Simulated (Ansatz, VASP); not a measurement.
## Two plane-wave programs on Ti

File POSCAR:

```
Ti
1.0
    0.0000000000     -3.2517897414      0.0000000000
   -3.2517897414      0.0000000000      0.0000000000
    0.0000000000      0.0000000000     -3.2517897414
Ti
2
Direct
    0.5000000000      0.5000000000      0.4538715563
    0.0000000000      0.0000000000      0.0461284437
```

File INCAR.step1:

```
SYSTEM = Ti
ALGO = Normal ; EDIFF = 1E-4
ENCUT = 520 ; GGA = PE
ISMEAR = 0 ; LASPH = .TRUE.
LCHARG = .FALSE. ; LREAL = .FALSE.
LWAVE = .TRUE. ; NBANDS = 19
NELM = 100 ; PREC = Accurate
SIGMA = 0.15
```

File INCAR.step2:

```
SYSTEM = Ti
ALGO = Normal ; EDIFF = 1E-7
ENCUT = 520 ; ISIF = 2
ISMEAR = 0 ; ISTART = 1
LASPH = .TRUE. ; LCHARG = .FALSE.
LMIXTAU = .TRUE. ; LREAL = .FALSE.
LWAVE = .FALSE. ; METAGGA = R2SCAN
NBANDS = 19 ; NELM = 100
PREC = Accurate ; SIGMA = 0.15
```

The input KPOINTS:

```
k-points
0
G
  18 18 18
  0 0 0
```

Input for Ansatz:

```yaml
crystal:
  lattice:
    - [0.0, -3.2517897414, 0.0]
    - [-3.2517897414, 0.0, 0.0]
    - [0.0, 0.0, -3.2517897414]
  atoms:
    - { symbol: Ti, position: [0.5, 0.5, 0.4538715563] }
    - { symbol: Ti, position: [0.0, 0.0, 0.0461284437] }
basis:
  ecutwfc: 500
kpoints:
  mp_grid: { grid: [18, 18, 18] }
hamiltonian:
  xc: r2scan
scf:
  occupations: { method: gaussian, width: 0.15 }
output:
  forces: true
  stress: true
  eigenvalues: true
```

Change from the starting cell: mode 4 (222.4 1/cm) frozen in, largest displacement +0.150 Å.

Alike in both runs: task single point; functional r2SCAN; k mesh 18 × 18 × 18; occupations gaussian, width 0.15 eV; no spin polarisation.

|  | VASP | Ansatz |
| --- | --- | --- |
| version | VASP 6.6.1 | Ansatz 0.2.0 |
| potentials or method | VASP PAW PBE potentials, release 64 (Ti_sv), cutoff 520 eV | scalar-relativistic, plane waves, PAW |
| valence electrons in the cell | 24 | 24 |

|  | VASP | Ansatz | Ansatz less VASP |
| --- | --- | --- | --- |
| gap on the k mesh at the Fermi level (eV) | none | none | - |
| pressure (GPa) | 2.7 | 2.2 | -0.45 |
| traceless stress, the component that is largest in VASP (GPa) | -1.82 | -1.75 | +0.070 |
| rms of the force components (eV/Å) | 0.886 | 0.873 | -0.0134 |

VASP's potentials were made for PBE, not for r2SCAN. Atom by atom the forces differ by 0.013 eV/Å (rms over components). A gap of «none» marks a metal or a gap that the smearing closes. With one functional, cell and mesh, what is left measures potentials, basis and numerics.
